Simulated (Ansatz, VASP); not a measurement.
# Two plane-wave programs on Ru

File INCAR:

```
SYSTEM = Ru
ALGO = Normal ; EDIFF = 1E-6
ENCUT = 520 ; GGA = PE
ISIF = 2 ; ISMEAR = 0
LASPH = .True. ; LCHARG = .False.
LREAL = .False. ; LWAVE = .False.
NBANDS = 21 ; NELM = 80
PREC = Accurate ; SIGMA = 0.012
```

File KPOINTS:

```
k-points
0
Gamma
  11 11 6
  0 0 0
```

File POSCAR:

```
Ru
1.0
    2.7058000000      0.0000000000      0.0000000000
   -1.3529000000      2.3432915376      0.0000000000
    0.0000000000      0.0000000000      4.2819000000
Ru
2
Direct
    0.6666666667      0.3333333333      0.7500000000
    0.3333333333      0.6666666667      0.2500000000
```

File input.yaml:

```yaml
crystal:
  lattice:
    - [2.7058, 0.0, 0.0]
    - [-1.3529, 2.3432915376, 0.0]
    - [0.0, 0.0, 4.2819]
  atoms:
    - { symbol: Ru, position: [0.6666666667, 0.3333333333, 0.75] }
    - { symbol: Ru, position: [0.3333333333, 0.6666666667, 0.25] }
hamiltonian:
  xc: pbe
  pseudopotentials: { kind: paw }
kpoints:
  mp_grid: { grid: [11, 11, 6] }
scf:
  occupations: { method: gaussian, width: 0.012 }
output:
  forces: true
  stress: true
  eigenvalues: true
  write_density: true
  write_potential: true
  elf: true
  volumetric_format: npy
```

Alike in both runs: task single point; functional PBE; k mesh 11 × 11 × 6; occupations gaussian, width 0.012 eV; no spin polarisation.

|  | VASP | Ansatz |
| --- | --- | --- |
| version | VASP 6.6.1 | Ansatz 0.2.0 |
| potentials or method | VASP PAW PBE potentials, release 64 (Ru_pv) | Ansatz PAW |
| plane-wave cutoff (eV) | 520 | 420 |
| valence electrons in the cell | 28 | 32 |

|  | VASP | Ansatz | Ansatz less VASP |
| --- | --- | --- | --- |
| gap on the k mesh at the Fermi level (eV) | none | none | - |
| pressure (GPa) | 4.4 | 4.5 | +0.11 |
| traceless stress, the component that is largest in VASP (GPa) | 0.14 | 0.12 | -0.019 |

A gap of «none» marks a metal or a gap that the smearing closes. VASP's potentials hold 28 valence electrons a cell and Ansatz's 32, so a difference there can come from the potentials and not from the codes.
